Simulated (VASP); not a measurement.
# Cd4Se (Cmmm) in VASP: single point with PBE

Aim: the single point of Cd4Se with PBE.

Program: VASP 6.6.1. These are calculated values, not measurements. Logs are shortened: lines on timing, memory, paths and dates and some standing lists are left out, and cuts for length are marked.

**1. The cell of the first run**

The structure is orthorhombic, space group Cmmm (No. 65). The conventional cell has a = 8.373 Å, b = 8.697 Å, c = 3.643 Å, α = 90.00°, β = 90.00°, γ = 90.00°. Cd (site symmetry m2m) has 1 Se at 2.80 Å and 7 Cd at 3.11 to 3.64 Å within 3.7 Å. Within 3.8 Å of Cd (site symmetry 2mm) lie 2 Se at 2.85 Å and 6 Cd at 3.12 to 3.64 Å. Se (site symmetry mmm) has 6 Cd at 2.80 to 2.85 Å and 2 Se at 3.64 Å within 3.7 Å.

The cell was generated, and may not be a known phase.

**2. Single point, PBE**

File INCAR:

```
ALGO = Normal
EDIFF = 1E-7
ENCUT = 520
GGA = PE
ISIF = 2
ISMEAR = 0
LASPH = T
LCHARG = T
LELF = T
LREAL = F
LVHAR = T
LWAVE = F
NBANDS = 35
NELM = 80
PREC = Accurate
SIGMA = 0.1
```

File KPOINTS:

```
k-points
0
Gamma
  6 6 8
```

File POSCAR:

```
Cd4Se
1.0
    4.3485572842     -4.1866606631      0.0000000000
    4.3485572842      4.1866606631      0.0000000000
    0.0000000000      0.0000000000      3.6426141511
Cd Se
4 1
Direct
    0.3214274973      0.3214274973      0.0000000000
    0.2615944616      0.7384055384      0.5000000000
    0.7384055384      0.2615944616      0.5000000000
    0.6785725027      0.6785725027      0.0000000000
    0.0000000000      0.0000000000      0.0000000000
```

Potentials or basis: VASP PAW PBE potentials, release 64 (Cd, Se).

On the command line:

```
$ cat potpaw_PBE.64/Cd/POTCAR potpaw_PBE.64/Se/POTCAR > POTCAR
$ mpirun -np 1 vasp_std > vasp.out
```

OUTCAR:

```text
EDIFF = 1E-7
   ENCUT = 520
   GGA = PE
   ISIF = 2
   ISMEAR = 0
   LASPH = T
   LREAL = F
   NELM = 80
   PREC = Accurate

 ion  position               nearest neighbor table
   1  0.321  0.321  0.000-   5 2.80   4 3.11   2 3.12   3 3.12   2 3.12   3 3.12
   2  0.262  0.738  0.500-   5 2.85   5 2.85   1 3.12   1 3.12   4 3.12   4 3.12
   3  0.738  0.262  0.500-   5 2.85   5 2.85   1 3.12   1 3.12   4 3.12   4 3.12
   4  0.679  0.679  0.000-   5 2.80   1 3.11   3 3.12   2 3.12   2 3.12   3 3.12
   5  0.000  0.000  0.000-   1 2.80   4 2.80   3 2.85   2 2.85   2 2.85   3 2.85

  LATTYP: Found a base centered orthorhombic cell.
 ALAT       =     8.3733213262
 B/A-ratio  =     1.0386696306
 C/A-ratio  =     0.4350261992

  Lattice vectors:

 A1 = (  -4.3485572842,  -4.1866606631,   0.0000000000)
 A2 = (   4.3485572842,  -4.1866606631,   0.0000000000)
 A3 = (   0.0000000000,   0.0000000000,   3.6426141511)

Analysis of symmetry for initial positions (statically):
=====================================================================
 Subroutine PRICEL returns:
 Original cell was already a primitive cell.

 Routine SETGRP: Setting up the symmetry group for a
 base centered orthorhombic supercell.

 Subroutine GETGRP returns: Found  8 space group operations
 (whereof  8 operations were pure point group operations)
 out of a pool of  8 trial point group operations.

The static configuration has the point symmetry D_2h.

Analysis of symmetry for dynamics (positions and initial velocities):
=====================================================================
 Subroutine PRICEL returns:
 Original cell was already a primitive cell.

 Routine SETGRP: Setting up the symmetry group for a
 base centered orthorhombic supercell.

 Subroutine GETGRP returns: Found  8 space group operations
 (whereof  8 operations were pure point group operations)
 out of a pool of  8 trial point group operations.

The dynamic configuration has the point symmetry D_2h.

 Subroutine INISYM returns: Found  8 space group operations
 (whereof  8 operations are pure point group operations),
 and found     1 'primitive' translations

----------------------------------------------------------------------------------------

                                     Primitive cell

  volume of cell :     132.6344

  direct lattice vectors                    reciprocal lattice vectors
     4.348557284 -4.186660663  0.000000000     0.114980663 -0.119426923  0.000000000
     4.348557284  4.186660663  0.000000000     0.114980663  0.119426923  0.000000000
     0.000000000  0.000000000  3.642614151     0.000000000  0.000000000  0.274528116

  length of vectors
     6.036396107  6.036396107  3.642614151     0.165781009  0.165781009  0.274528116

  position of ions in fractional coordinates (direct lattice)
     0.321427497  0.321427497  0.000000000
     0.261594462  0.738405538  0.500000000
     0.738405538  0.261594462  0.500000000
     0.678572503  0.678572503  0.000000000
     0.000000000  0.000000000  0.000000000

  ion indices of the primitive-cell ions
   primitive index   ion index
                 1           1
                 2           2
                 3           3
                 4           4
                 5           5

----------------------------------------------------------------------------------------

 KPOINTS: k-points

Automatic generation of k-mesh.
 Grid dimensions read from file:
 generate k-points for:    6    6    8

 Generating k-lattice:

  Cartesian coordinates                     Fractional coordinates (reciprocal lattice)
     0.019163444 -0.019904487  0.000000000     0.166666667  0.000000000  0.000000000
     0.019163444  0.019904487  0.000000000     0.000000000  0.166666667  0.000000000
     0.000000000  0.000000000  0.034316014     0.000000000  0.000000000  0.125000000

  Length of vectors
     0.027630168  0.027630168  0.034316014

  Shift w.r.t. Gamma in fractional coordinates (k-lattice)
     0.000000000  0.000000000  0.000000000

 Subroutine IBZKPT returns following result:
 ===========================================

 Found     65 irreducible k-points:

 Following reciprocal coordinates:
            Coordinates               Weight
  0.000000  0.000000  0.000000      1.000000
  0.166667  0.000000  0.000000      4.000000
  0.333333  0.000000  0.000000      4.000000
  0.500000  0.000000  0.000000      2.000000
  0.166667  0.166667  0.000000      2.000000
  0.333333  0.166667  0.000000      4.000000
[... 16 lines left out ...]
  0.333333  0.333333  0.125000      4.000000
  0.500000  0.333333  0.125000      8.000000
 [... further k-points ...]
   k-points           NKPTS =     65   k-points in BZ     NKDIM =     65   number of bands    NBANDS=     35
   number of dos      NEDOS =    301   number of ions     NIONS =      5
   total plane-waves  NPLWV =  64512
   dimension x,y,z NGX =    48 NGY =   48 NGZ =   28
   dimension x,y,z NGXF=    96 NGYF=   96 NGZF=   56
   ions per type =               4   1
   NGX,Y,Z   is equivalent  to a cutoff of  13.22, 13.22, 12.78 a.u.
   NGXF,Y,Z  is equivalent  to a cutoff of  26.44, 26.44, 25.56 a.u.
 SYSTEM =  unknown system
   PREC   = accura    normal or accurate (medium, high low for compatibility)
   ISTART =      0    job   : 0-new  1-cont  2-samecut
   ICHARG =      2    charge: 1-file 2-atom 10-const
   ISPIN  =      1    spin polarized calculation?
   LNONCOLLINEAR =      F non collinear calculations
   LSORBIT =      F    spin-orbit coupling
   LASPH  =      T    aspherical Exc in radial PAW
   ENCUT  =  520.0 eV  38.22 Ry    6.18 a.u.  11.22 11.22  6.77*2*pi/ulx,y,z
   NELM   =     80;   NELMIN=  2; NELMDL= -5     # of ELM steps
   EDIFF  = 0.1E-06   stopping-criterion for ELM
   LREAL  =      F    real-space projection
   EDIFFG = 0.1E-05   stopping-criterion for IOM
   NSW    =      0    number of steps for IOM
   IBRION =     -1    ionic relax: 0-MD 1-quasi-New 2-CG
   NFREE  =      0    steps in history (QN), initial steepest desc. (CG)
   ISIF   =      2    stress and relaxation
   ISYM   =      2    0-nonsym 1-usesym 2-fastsym
   POTIM  = 0.5000    time-step for ionic-motion
   TEBEG  =    0.0;   TEEND  =   0.0 temperature during run
   PSTRESS=    0.0 pullay stress
   NELECT =      54.0000    total number of electrons
   NUPDOWN=      -1.0000    fix difference up-down
   EMIN   =  10.00;   EMAX   =-10.00  energy-range for DOS
   EFERMI =   0.00;   METHOD = LEGACY
   ISMEAR =     0;   SIGMA  =   0.10  broadening in eV -4-tet -1-fermi 0-gaus
   EFERMI_NEDOS =   21; number of points for ismear=-14 and -15
   IALGO  =     38    algorithm
   IMIX   =      4    mixing-type and parameters
     AMIX     =   0.40;   BMIX     =  1.00
     AMIX_MAG =   1.60;   BMIX_MAG =  1.00
  volume/ion in A,a.u.               =      26.53       179.01
  Fermi-wavevector in a.u.,A,eV,Ry     =   1.213354  2.292906 20.030863  1.472227
  Thomas-Fermi vector in A             =   2.348808
   LORBIT       =      0    0 simple, 1 ext, 2 COOP (PROOUT), +10 PAW based schemes
   GGA     = PE    functional components
   LHFCALC =     F    Hartree Fock is set to
   AEXX    =    0.0000 exact exchange contribution
   IVDW    =     0    specifies the selected vdW correction
   LEPSILON=     F    determine dielectric tensor
   LRPA    =     F    only Hartree local field effects (RPA)
 non-spin polarized calculation
 Gauss-broadening in eV      SIGMA  =   0.10
  energy-cutoff  :      520.00
  volume of cell :      132.63
 maximum number of plane-waves:      3606
 NGX is ok and might be reduce to    48
   NGX = 23   NGY = 23   NGZ = 13

 number of electron      54.0000001 magnetization

 Free energy of the ion-electron system (eV)
  ---------------------------------------------------
  ext. energy  EPLUGINS =         0.00000000
  ---------------------------------------------------
  free energy    TOTEN  =        -6.56538029 eV

  energy without entropy =       -6.55706329  energy(sigma->0) =       -6.56122179

 E-fermi :   1.7647     XC(G=0):  -9.7118

 val. band max:        1.7640651017   @ k =   0.0000   0.0000   0.1250
 cond. band min:       1.7819181226   @ k =  -0.3333   0.3333   0.2500
 fundamental gap:      0.0178530209
 Fermi energy:         1.7647416600

 k-point     1 :       0.0000    0.0000    0.0000
  band No.  band energies     occupation
      1     -11.5031      2.00000
      2      -7.1707      2.00000
      3      -7.1251      2.00000
      4      -7.0645      2.00000
      5      -6.9775      2.00000
      6      -6.9652      2.00000
[... 27 lines left out ...]
     34       8.2289      0.00000
     35       9.2168      0.00000

 k-point     2 :       0.1667    0.0000    0.0000
  band No.  band energies     occupation
      1     -11.4965      2.00000
      2      -7.1595      2.00000
      3      -7.1119      2.00000
      4      -7.0500      2.00000
      5      -7.0205      2.00000
      6      -6.9700      2.00000
[... 27 lines left out ...]
     34       8.4857      0.00000
     35       9.4497      0.00000

 k-point     3 :       0.3333    0.0000    0.0000
  band No.  band energies     occupation
      1     -11.4832      2.00000
      2      -7.1682      2.00000
      3      -7.0772      2.00000
      4      -7.0729      2.00000
      5      -7.0165      2.00000
      6      -6.9540      2.00000
[... 27 lines left out ...]
     34       8.7653      0.00000
     35       9.5134      0.00000
[... 723 lines left out ...]
 k-point    23 :       0.3333    0.3333    0.1250
  band No.  band energies     occupation
      1     -11.4107      2.00000
      2      -7.1520      2.00000
      3      -7.0823      2.00000
      4      -7.0457      2.00000
      5      -6.9604      2.00000
      6      -6.9230      2.00000
[... 27 lines left out ...]
     34       7.9877      0.00000
     35       8.2886      0.00000

 k-point    24 :       0.5000    0.3333    0.1250
  band No.  band energies     occupation
      1     -11.4093      2.00000
      2      -7.0913      2.00000
      3      -7.0804      2.00000
      4      -7.0373      2.00000
      5      -6.9572      2.00000
      6      -6.9261      2.00000
[... 27 lines left out ...]
     34       7.6013      0.00000
     35       8.6093      0.00000

 [... further k-points ...]

------------------------ aborting loop because EDIFF is reached ----------------------------------------

  FORCE on cell =-STRESS in cart. coord.  units (eV):
  Direction    XX          YY          ZZ          XY          YZ          ZX
  --------------------------------------------------------------------------------------
  -------------------------------------------------------------------------------------
  Total        0.1561427      0.1791981      0.1407538     -0.0000000      0.0000000      0.0000000
  in kB        1.8861502      2.1646509      1.7002565     -0.0000000      0.0000000      0.0000000
  external PRESSURE =       1.9170192 kB  Pullay stress =       0.0000000 kB

 VOLUME and BASIS-vectors are now :
 -----------------------------------------------------------------------------
  energy-cutoff  :      520.00
  volume of cell :      132.63
      direct lattice vectors                 reciprocal lattice vectors
     4.348557284 -4.186660663  0.000000000     0.114980663 -0.119426923  0.000000000
     4.348557284  4.186660663  0.000000000     0.114980663  0.119426923  0.000000000
     0.000000000  0.000000000  3.642614151     0.000000000  0.000000000  0.274528116

 POSITION                                       TOTAL-FORCE (eV/Angst)
 -----------------------------------------------------------------------------------
      2.79549      0.00000      0.00000         0.001520      0.000000      0.000000
      4.34856      1.99625      1.82131         0.000000     -0.014206      0.000000
      4.34856     -1.99625      1.82131         0.000000      0.014206      0.000000
      5.90162      0.00000      0.00000        -0.001520      0.000000      0.000000
      0.00000      0.00000      0.00000         0.000000      0.000000      0.000000
 -----------------------------------------------------------------------------------
    total drift:                                0.000000     -0.000000     -0.000000

  FREE ENERGIE OF THE ION-ELECTRON SYSTEM (eV)
  ---------------------------------------------------
  free  energy   TOTEN  =        -6.5653802884 eV

  energy  without entropy=       -6.5570632929  energy(sigma->0) =       -6.56122179
```

Wall time 3.7 min (1 thread of Intel Xeon Platinum 8488C (Sapphire Rapids), shared host); peak memory 0.4 GiB.

What came out:

```
Free energy            : -6.5654 eV
Pressure               : 0.2 GPa
Largest force          : 0.014 eV/Å
Band gap on the k mesh : zero (bands 27 and 28 overlap by 1.21 eV)
```

Forces on the atoms (eV/Å):
```
Cd   0.002  0.000  0.000
Cd   0.000 -0.014  0.000
Cd   0.000  0.014  0.000
Cd  -0.002  0.000  0.000
Se   0.000  0.000  0.000
```
